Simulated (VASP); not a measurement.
The system is PbS.

```
CELL_PARAMETERS angstrom
4.04819 0.00000 0.00000
-2.02409 3.50583 0.00000
0.00000 0.00000 3.78417
ATOMIC_POSITIONS crystal
Pb 0.00000 0.00000 0.00000
S 0.66667 0.33333 0.50000
```

Base run:

- Program: VASP 6.6.1
- Functional: r2SCAN
- Potentials or basis: VASP PAW PBE potentials, release 64 (Pb_d, S)
- Cutoff: 520 eV
- k mesh: 10 × 10 × 10
- Occupations: tetrahedron
- Spin: no spin polarisation

Its results: band gap on the k mesh zero (band 10 reaches 5.40 eV, above the bottom of band 11 at 5.12 eV); pressure 0.1 GPa.

**Question.** The run is repeated on the same cell with these changes: occupations from tetrahedron to gaussian, width 0.05 eV; dispersion from none to D3(BJ). What comes out?

**Answer.** Band gap on the k mesh zero (band 10 reaches 5.39 eV, above the bottom of band 11 at 5.12 eV); pressure -1.0 GPa.

Caveats: the PAW data sets were made with another functional, which shifts forces and pressure a little; spin-orbit coupling is left out, which moves the levels of the heavy elements; tetrahedron occupations give inexact forces and stress in metals (some runs); three body term missing (some runs); pairwise dispersion overbinds metals, which lowers pressure and volume (some runs).
